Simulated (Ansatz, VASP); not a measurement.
## Zr4ScO: VASP beside Ansatz

File INCAR:

```
  PREC = Accurate
  ENCUT = 600
  EDIFF = 1E-6
  ISMEAR = 0
  SIGMA = 0.1
  LREAL = False
  LASPH = True
  NELM = 200
  ALGO = Normal
  ISIF = 2
  LWAVE = False
  LCHARG = False
  ISPIN = 2
  MAGMOM = 1 1 1 1 1 0
  LORBIT = 11
  LMAXMIX = 4
  GGA = PE
  NBANDS = 46
  GGA_COMPAT = False
```

File KPOINTS:

```
regular mesh
0
Gamma
  6 6 2
```

Contents of POSCAR:

```
Zr4ScO
1.0
    2.9937146180      0.0000000000      0.0000000000
    0.0000000000      2.9937146180      0.0000000000
    0.0000000000      0.0000000000     13.0194699337
Zr Sc O
4 1 1
Direct
    0.5000000000      0.5000000000      0.1988978163
    0.0000000000      0.0000000000      0.6140357209
    0.0000000000      0.0000000000      0.3859642791
    0.5000000000      0.5000000000      0.8011021837
    0.0000000000      0.0000000000      0.0000000000
    0.5000000000      0.5000000000      0.5000000000
```

Input for Ansatz:

```yaml
crystal:
  lattice:
    - [2.993714618, 0.0, 0.0]
    - [0.0, 2.993714618, 0.0]
    - [0.0, 0.0, 13.0194699337]
  atoms:
    - { symbol: Zr, position: [0.5, 0.5, 0.1988978163], spin: 1.0 }
    - { symbol: Zr, position: [0.0, 0.0, 0.6140357209], spin: 1.0 }
    - { symbol: Zr, position: [0.0, 0.0, 0.3859642791], spin: 1.0 }
    - { symbol: Zr, position: [0.5, 0.5, 0.8011021837], spin: 1.0 }
    - { symbol: Sc, position: [0.0, 0.0, 0.0], spin: 1.0 }
    - { symbol: O, position: [0.5, 0.5, 0.5] }
basis:
  ecutwfc: 420
kpoints:
  mp_grid: { grid: [6, 6, 2] }
hamiltonian:
  xc: pbe
scf:
  occupations: { method: gaussian, width: 0.1 }
  lower_state_search: "off"
output:
  forces: true
  stress: true
  eigenvalues: true
  populations: true
magnetization:
  spin_polarized: true
```

Change from the starting cell: species swapped into the Hf4AgPd type (P4/mmm, No. 123).

Alike in both runs: task single point; functional PBE; k mesh 6 × 6 × 2; occupations gaussian, width 0.1 eV; collinear spin.

|  | VASP | Ansatz |
| --- | --- | --- |
| version | VASP 6.6.1 | Ansatz 0.2.0 |
| potentials or method | VASP PAW PBE potentials, release 64 (Zr_sv, Sc_sv, O), cutoff 600 eV | scalar-relativistic, plane waves, PAW |
| valence electrons in the cell | 65 | 65 |

Ansatz gave:

```
gap on the k mesh at the Fermi level (eV) : none
pressure (GPa)                            : -0.1
rms of the force components (eV/Å)        : 0.011
net moment per atom (μB)                  : 0.00
```

**Question.** Estimate VASP's values.

**Answer.** gap on the k mesh at the Fermi level (eV): none; pressure (GPa): 0.0; rms of the force components (eV/Å): 0.015; net moment per atom (μB): 0.00.

Atom by atom the forces differ by 0.004 eV/Å (rms over components). A gap of «none» marks a metal or a gap that the smearing closes. Ansatz's warnings: seeded moment not kept.
